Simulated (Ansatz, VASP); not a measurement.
# Two plane-wave programs on WS2

```xyz
6
Lattice="3.1542 0.0000 0.0000 -1.5771 2.7316 0.0000 0.0000 0.0000 12.1399" Properties=species:S:1:pos:R:3 pbc="T T T"
W     0.0000    1.8211    3.0350
W     1.5771    0.9105    9.1049
S     0.1638    1.9156    7.3667
S     1.7409    1.0051    1.2968
S     0.1638    1.9156   10.5161
S     1.7409    1.0051    4.4462
```

Change from the starting cell: all S atoms moved -0.250 Å, as atom 3 towards its neighbour atom 2 (W) at 2.407 Å.

Alike in both runs: task single point; functional PBE; dispersion D3(BJ); k mesh 12 × 12 × 4; occupations gaussian, width 0.05 eV; no spin polarisation.

```csv
,VASP,Ansatz
version,VASP 6.6.1,Ansatz 0.2.0
potentials or method,"VASP PAW PBE potentials, release 64 (W_sv, S), cutoff 520 eV","scalar-relativistic, plane waves, PAW"
valence electrons in the cell,52,52
```

Ansatz gave:

| Quantity | Value |
| --- | --- |
| gap on the k mesh at the Fermi level (eV) | 0.51 |
| least direct gap on the mesh (eV) | 1.00 |
| pressure (GPa) | 5.3 |
| traceless stress, the component that is largest in VASP (GPa) | -4.59 |
| rms of the force components (eV/Å) | 2.874 |

Task: Estimate VASP's values.

Result: gap on the k mesh at the Fermi level (eV): 0.52; least direct gap on the mesh (eV): 1.02; pressure (GPa): 5.3; traceless stress, the component that is largest in VASP (GPa): -4.55; rms of the force components (eV/Å): 2.872.

Atom by atom the forces differ by 0.004 eV/Å (rms over components).

Spin-orbit coupling is off throughout.
